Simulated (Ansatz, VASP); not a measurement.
**One calculation of AgCl, two programs**

```xyz
2
Lattice="0.0000 2.6980 2.6980 2.6980 0.0000 2.6980 2.6980 2.6980 0.0000" Properties=species:S:1:pos:R:3 pbc="T T T"
Ag    0.0000    0.0000    0.0000
Cl    2.6980    2.6980    2.6980
```

Change from the starting cell: volume scaled by 0.96.

Alike in both runs: task single point; functional LDA; k mesh 8 × 8 × 8; occupations fermi-dirac, width 0.05 eV; no spin polarisation.

|  | VASP | Ansatz |
| --- | --- | --- |
| version | VASP 6.6.1 | Ansatz 0.2.0 |
| potentials or method | VASP PAW LDA potentials, release 64 (Ag, Cl), cutoff 520 eV | all-electron LAPW, scalar-relativistic |

Ansatz gave:

```
gap on the k mesh at the Fermi level (eV) : 0.62
least direct gap on the mesh (eV)         : 3.25
pressure (GPa)                            : -1.5
```

Estimate VASP's values.

gap on the k mesh at the Fermi level (eV): 0.65; least direct gap on the mesh (eV): 3.27; pressure (GPa): -1.5.

LDA's correlation is that of Perdew and Zunger in VASP and of Perdew and Wang (1992) in Ansatz. Ansatz ran all-electron here, and VASP with PAW potentials.
